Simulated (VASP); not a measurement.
A run of VASP 6.6.1 is set up as follows.

File INCAR:

```
SYSTEM = TiCo
  ALGO = Normal
  EDIFF = 1E-6
  ENCUT = 520
  GGA = PE
  ISIF = 2
  ISMEAR = -1
  ISPIN = 2
  LASPH = .True.
  LCHARG = .False.
  LMAXMIX = 4
  LORBIT = 11
  LREAL = .False.
  LWAVE = .False.
  MAGMOM = 0 2.5
  NBANDS = 22
  NELM = 150
  PREC = Accurate
  SIGMA = 0.1
```

Contents of KPOINTS:

```
k-points
0
Gamma
  10 10 10
  0 0 0
```

The input POSCAR:

```
TiCo
1.0
    3.0350723414      0.0000000000      0.0000000000
    0.0000000000      3.0350723414      0.0000000000
    0.0000000000      0.0000000000      3.0350723414
Ti Co
1 1
Direct
    0.0000000000      0.0000000000      0.0000000000
    0.5000000000      0.5000000000      0.5000000000
```

Potentials or basis: VASP PAW PBE potentials, release 64 (Ti_sv, Co).

The run is started by

```sh
$ cat potpaw_PBE.64/Ti_sv/POTCAR potpaw_PBE.64/Co/POTCAR > POTCAR
$ mpirun -np 1 vasp_std > vasp.out
```

Task: Estimate the site moments.

Result: Ti -0.07; Co +0.99 μB.

Task: What does it give for the net moment?

Result: 0.85 μB per cell.

Task: Predict the pressure.

Result: -7.7 GPa.

Caveat: the cell stands under tension.
